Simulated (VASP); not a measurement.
CuSi16 (a cell with a defect), 17 atoms in the cell. The cell holds a defect, 17 atoms: a = 7.679 Å, b = 7.679 Å, c = 7.679 Å, α = 60.00°, β = 60.00°, γ = 60.00°. 

* Program: VASP 6.6.1
* Task: single point
* Functional: PBEsol
* Potentials or basis: VASP PAW PBE potentials, release 64 (Si, Cu)
* Cutoff: 520 eV
* k mesh: 2 × 2 × 2
* Occupations: gaussian, width 0.02 eV
* Spin: no spin polarisation
* Dipole correction: no
* Charge: 1
* Further INCAR settings: LREAL = Auto; ALGO = Normal; EDIFF = 1e-07; NBANDS = 52; NELECT = 74.0

Potentials or basis: VASP PAW PBE potentials, release 64 (Si, Cu).

The run is started by

```bash
$ cat potpaw_PBE.64/Si/POTCAR potpaw_PBE.64/Cu/POTCAR > POTCAR
$ mpirun -np 1 vasp_std > vasp.out
```

Hardware: 1 thread of Intel Xeon 8259CL, with other jobs on the host.

Question: Estimate the wall time of this run.

Answer: It took 13 min on 1 thread of Intel Xeon 8259CL, with other jobs on the host, peak memory 0.5 GiB. Counts: scf iterations 20, k points 8.
